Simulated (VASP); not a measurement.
Sc:

```
Sc
1.0
     0.00000    3.09493    3.09493
     3.09493    0.00000    3.09493
     3.09493    3.09493    0.00000
Sc
2
Direct
  0.87500 0.87500 0.87500
  0.12500 0.12500 0.12500
```

This isn't the form of Sc at room conditions, which is hcp.

```yaml
Program: VASP 6.6.1
Task: relaxation of cell and atoms
Functional: PBEsol
Potentials_or_basis: VASP PAW PBE potentials, release 64 (Sc_sv)
Cutoff: 600 eV
k_mesh: 11 × 11 × 11
Occupations: fermi-dirac, width 0.05 eV
Spin: no spin polarisation
```

At the start: pressure 0.7 GPa; volume 29.65 Å³/atom.

Problem. How do energy, volume and symmetry change on relaxing?

Solution. Over 3 steps the energy falls by 2.3 meV/atom and the volume is 30.71 Å³/atom (+3.6 %); space group Fd-3m (No. 227, to 0.1 Å) before and after.

Step by step:
```
step  energy change (eV)  largest force (eV/Å)  pressure (GPa)  volume (Å³)
   1              0.0000                0.0000            0.68        59.29
   2             -0.0035                0.0000            0.33        60.38
   3             -0.0047                0.0000            0.02        61.42
```

Final structure:
```
Sc
1.0
     0.00000    3.13154    3.13154
     3.13154    0.00000    3.13154
     3.13154    3.13154    0.00000
Sc
2
Direct
  0.87500 0.87500 0.87500
  0.12500 0.12500 0.12500
```

Caveat: the PAW data sets were made with another functional, which shifts forces and pressure a little.
